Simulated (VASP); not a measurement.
Write the native input for VASP 6.6.1 that does the following.

* Task: single point
* Functional: revPBE
* Potentials or basis: VASP PAW PBE potentials, release 64 (Zn, S)
* Cutoff: 520 eV
* k mesh: 8 × 8 × 8
* Occupations: gaussian, width 0.05 eV
* Spin: no spin polarisation
* Dipole correction: no
* Further INCAR settings: ALGO = Normal; EDIFF = 1e-06; NBANDS = 16

The structure of ZnS lies in POSCAR:

```
ZnS
1.0
    0.0000000000      2.7046490548      2.7046490548
    2.7046490548      0.0000000000      2.7046490548
    2.7046490548      2.7046490548      0.0000000000
Zn S
1 1
Direct
    0.0000000000      0.0000000000      0.0000000000
    0.7500000000      0.7500000000      0.7500000000
```

These files were run (other wordings do the same):

INCAR

```
SYSTEM = ZnS
  PREC = Accurate
  ENCUT = 520
  EDIFF = 1E-6
  ISMEAR = 0
  SIGMA = 0.05
  LREAL = .FALSE.
  LASPH = .TRUE.
  NELM = 60
  ALGO = Normal
  ISIF = 2
  LWAVE = .FALSE.
  LCHARG = .TRUE.
  GGA = RE
  LELF = .TRUE.
  LVHAR = .TRUE.
  NBANDS = 16
```

KPOINTS

```
regular mesh
0
G
  8 8 8
  0 0 0
```

Potentials or basis: VASP PAW PBE potentials, release 64 (Zn, S).

Command:

```console
$ cat potpaw_PBE.64/Zn/POTCAR potpaw_PBE.64/S/POTCAR > POTCAR
$ mpirun -np 1 vasp_std > vasp.out
```

Results of the run:

| Quantity | Value |
| --- | --- |
| Pressure | 3.4 GPa |
| Band gap on the k mesh | 2.22 eV, direct |

Caveat: the PAW data sets were made with another functional, which shifts forces and pressure a little.

Run time: 16 s on 1 thread of Intel(R) Xeon(R) Platinum 8488C (Sapphire Rapids), on a shared host, peak memory 0.16 GiB.
